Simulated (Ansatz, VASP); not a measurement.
**In2O3: VASP beside Ansatz**

```
CELL_PARAMETERS angstrom
2.75382 1.58992 4.85434
-2.75382 1.58992 4.85434
0.00000 -3.17984 4.85434
ATOMIC_POSITIONS crystal
In 0.85704 0.85704 0.85704
In 0.35704 0.35704 0.35704
In 0.14296 0.14296 0.14296
In 0.64296 0.64296 0.64296
O 0.45339 0.04661 0.75000
O 0.04661 0.75000 0.45339
O 0.54661 0.95339 0.25000
O 0.25000 0.54661 0.95339
O 0.95339 0.25000 0.54661
O 0.75000 0.45339 0.04661
```

Alike in both runs: task single point; functional PBE; k mesh 6 × 6 × 6; occupations fermi-dirac, width 0.02 eV; no spin polarisation.

```csv
,VASP,Ansatz
version,VASP 6.6.1,Ansatz 0.2.0
potentials or method,"VASP PAW PBE potentials, release 64 (In_d, O)","plane waves, PAW"
plane-wave cutoff (eV),520,420
valence electrons in the cell,88,88
```

Ansatz gave:

| Quantity | Value |
| --- | --- |
| gap on the k mesh at the Fermi level (eV) | 1.23 |
| pressure (GPa) | 6.4 |
| traceless stress, the component that is largest in VASP (GPa) | -0.41 |
| rms of the force components (eV/Å) | 0.039 |

**Question.** What did VASP give for the same quantities?

**Answer.** gap on the k mesh at the Fermi level (eV): 1.22; pressure (GPa): 6.9; traceless stress, the component that is largest in VASP (GPa): -0.52; rms of the force components (eV/Å): 0.035.

Atom by atom the forces differ by 0.006 eV/Å (rms over components). With one functional, cell and mesh, what is left measures potentials, basis and numerics.
